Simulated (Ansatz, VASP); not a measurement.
Two plane-wave programs on NbAs

The input INCAR:

```
SYSTEM = NbAs
PREC     = Accurate       ! precision mode
ENCUT    = 520            ! plane-wave cutoff, eV
EDIFF    = 1E-7           ! SCF threshold, eV
ISMEAR   = 0              ! smearing method
SIGMA    = 0.05           ! smearing width, eV
LREAL    = .False.        ! projectors in reciprocal space
LASPH    = .True.         ! aspherical terms in the spheres
NELM     = 60             ! most SCF steps
ALGO     = Normal         ! electronic algorithm
ISIF     = 2              ! what is computed and relaxed
LWAVE    = .False.        ! write WAVECAR
LCHARG   = .False.        ! write CHGCAR
GGA      = PS             ! functional
NBANDS   = 16             ! bands
```

Contents of KPOINTS:

```
Automatic mesh
0
Gamma
  10 10 10
  0 0 0
```

POSCAR

```
NbAs
1.0
    0.0000000000      2.7033702769      2.7033702769
    2.7033702769      0.0000000000      2.7033702769
    2.7033702769      2.7033702769      0.0000000000
Nb As
1 1
Direct
    0.0000000000      0.0000000000      0.0000000000
    0.2500000000      0.2500000000      0.2500000000
```

Input for Ansatz:

```yaml
crystal:
  lattice:
    - [0.0, 2.7033702769, 2.7033702769]
    - [2.7033702769, 0.0, 2.7033702769]
    - [2.7033702769, 2.7033702769, 0.0]
  atoms:
    - { symbol: Nb, position: [0.0, 0.0, 0.0] }
    - { symbol: As, position: [0.25, 0.25, 0.25] }
basis:
  ecutwfc: 420
  ecutrho_ratio: 4
kpoints:
  mp_grid: { grid: [10, 10, 10] }
hamiltonian:
  xc: pbesol
scf:
  occupations: { method: gaussian, width: 0.05 }
output:
  forces: true
  stress: true
  eigenvalues: true
```

Alike in both runs: task single point; functional PBEsol; k mesh 10 × 10 × 10; occupations gaussian, width 0.05 eV; no spin polarisation.

|  | VASP | Ansatz |
| --- | --- | --- |
| version | VASP 6.6.1 | Ansatz 0.2.0 |
| potentials or method | VASP PAW PBE potentials, release 64 (Nb_sv, As), cutoff 520 eV | scalar-relativistic, plane waves, PAW |
| valence electrons in the cell | 18 | 28 |

|  | VASP | Ansatz | Ansatz less VASP |
| --- | --- | --- | --- |
| gap on the k mesh at the Fermi level (eV) | none | none | - |
| pressure (GPa) | 27.3 | 26.9 | -0.46 |

VASP's potentials were made for PBE, not for PBEsol. A gap of «none» marks a metal or a gap that the smearing closes. VASP's potentials hold 18 valence electrons a cell and Ansatz's 28, so a difference there can come from the potentials and not from the codes.
